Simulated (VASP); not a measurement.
Write the native input for VASP 6.6.1 that does the following.

* Task: electric field gradients
* Functional: PBE
* Potentials or basis: VASP PAW PBE potentials, release 64 (Hf_pv, I, Br)
* Cutoff: 520 eV
* k mesh: 3 × 3 × 2
* Occupations: fermi-dirac, width 0.01 eV
* Spin: no spin polarisation
* Dipole correction: no
* Further INCAR settings: LREAL = Auto; ALGO = Normal; EDIFF = 1e-08; NBANDS = 92

The structure of Hf4I15Br (a cell with a defect) lies in POSCAR:

```
Hf4I15Br
1.0
    6.0918697050     -6.0742168451      0.0000000000
    6.0918697050      6.0742168451      0.0000000000
   -5.7423520254      0.0000000000     11.7437770460
Hf I Br
4 15 1
Direct
    0.2129122800      0.9392228800      0.6242092900
    0.9392228800      0.2129122800      0.1242092900
    0.7870877200      0.0607771200      0.3757907100
    0.0607771200      0.7870877200      0.8757907100
    0.1717527900      0.9480199400      0.1173828000
    0.0489838300      0.2844132900      0.3662555900
    0.1810436800      0.4240394100      0.1373746100
    0.5759605900      0.8189563200      0.3626253900
    0.2844132900      0.0489838300      0.8662555900
    0.5898129300      0.3047899800      0.3894372700
    0.0519800600      0.8282472100      0.3826172000
    0.8189563200      0.5759605900      0.8626253900
    0.4240394100      0.1810436800      0.6373746100
    0.3047899800      0.5898129300      0.8894372700
    0.6952100200      0.4101870700      0.1105627300
    0.8282472100      0.0519800600      0.8826172000
    0.4101870700      0.6952100200      0.6105627300
    0.9480199400      0.1717527900      0.6173828000
    0.9510161700      0.7155867100      0.6337444100
    0.7155867100      0.9510161700      0.1337444100
```

One way to write it, as run:

INCAR

```
SYSTEM = Hf4I15Br
ALGO = Normal
EDIFF = 1E-8
ENCUT = 520
GGA = PE
ISIF = 2
ISMEAR = -1
LASPH = .True.
LCHARG = .False.
LEFG = .True.
LREAL = Auto
LWAVE = .False.
NBANDS = 92
NELM = 100
PREC = Accurate
SIGMA = 0.01
```

KPOINTS

```
k-points
0
Gamma
  3 3 2
  0 0 0
```

Potentials or basis: VASP PAW PBE potentials, release 64 (Hf_pv, I, Br).

Launch:

```bash
$ cat potpaw_PBE.64/Hf_pv/POTCAR potpaw_PBE.64/I/POTCAR potpaw_PBE.64/Br/POTCAR > POTCAR
$ mpirun -np 1 vasp_std > vasp.out
```

It gave:

| Item | Value |
| --- | --- |
| Pressure | 0.2 GPa |
| Largest force | 1.095 eV/Å |
| Band gap on the k mesh | 2.22 eV |

Caveat: without QUAD_EFG the Cq values of the log hold for a quadrupole moment of 1 mb, not for the nuclei; spin-orbit coupling is left out, which moves the levels of the heavy elements.

Run time: 13 min on 1 thread of Intel(R) Xeon(R) 6975P-C (Granite Rapids), with other jobs on the host, peak memory 1.1 GiB.
